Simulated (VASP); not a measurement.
Wanted: the native input for a VASP 6.6.1 run.

| Quantity | Value |
| --- | --- |
| Task | single point |
| Functional | PBE |
| Potentials or basis | VASP PAW PBE potentials, release 64 (Hf_pv, N) |
| Cutoff | 520 eV |
| k mesh | 18 × 18 × 10 |
| Occupations | gaussian, width 0.1 eV |
| Spin | no spin polarisation |
| Dipole correction | no |
| Further INCAR settings | ALGO = Normal; EDIFF = 1e-06; NBANDS = 23 |

The structure of HfN lies in POSCAR:

```
HfN
1.0
    3.0328699600      0.0000000000      0.0000000000
   -1.5164349800      2.6265424317      0.0000000000
    0.0000000000      0.0000000000      5.5821754367
Hf N
2 2
Direct
    0.6666666667      0.3333333333      0.7500000000
    0.3333333333      0.6666666667      0.2500000000
    0.0000000000      0.0000000000      0.0000000000
    0.0000000000      0.0000000000      0.5000000000
```

This cell differs from its parent crystal: biaxial strain in the a-b plane: -4.0 %.

These files were run (other wordings do the same):

INCAR

```
ALGO = Normal
EDIFF = 1E-6
ENCUT = 520
GGA = PE
ISIF = 2
ISMEAR = 0
LASPH = True
LCHARG = True
LELF = True
LREAL = False
LVHAR = True
LWAVE = False
NBANDS = 23
NELM = 60
PREC = Accurate
SIGMA = 0.1
```

KPOINTS

```
k-points
0
Gamma
  18 18 10
```

Potentials or basis: VASP PAW PBE potentials, release 64 (Hf_pv, N).

Launch:

```sh
$ cat potpaw_PBE.64/Hf_pv/POTCAR potpaw_PBE.64/N/POTCAR > POTCAR
$ mpirun -np 1 vasp_std > vasp.out
```

Results of the run:

| Property | Result |
| --- | --- |
| Pressure | 14.6 GPa |
| Band gap on the k mesh | zero (bands 15 and 16 overlap by 2.20 eV) |

Caveat: the cell differs from its parent crystal (biaxial strain in the a-b plane: -4.0 %); the cell stands under pressure; spin-orbit coupling is left out, which moves the levels of the heavy elements.

It took 2.3 min on 1 thread of Intel(R) Xeon(R) Platinum 8488C (Sapphire Rapids) (shared host), peak memory 0.31 GiB.
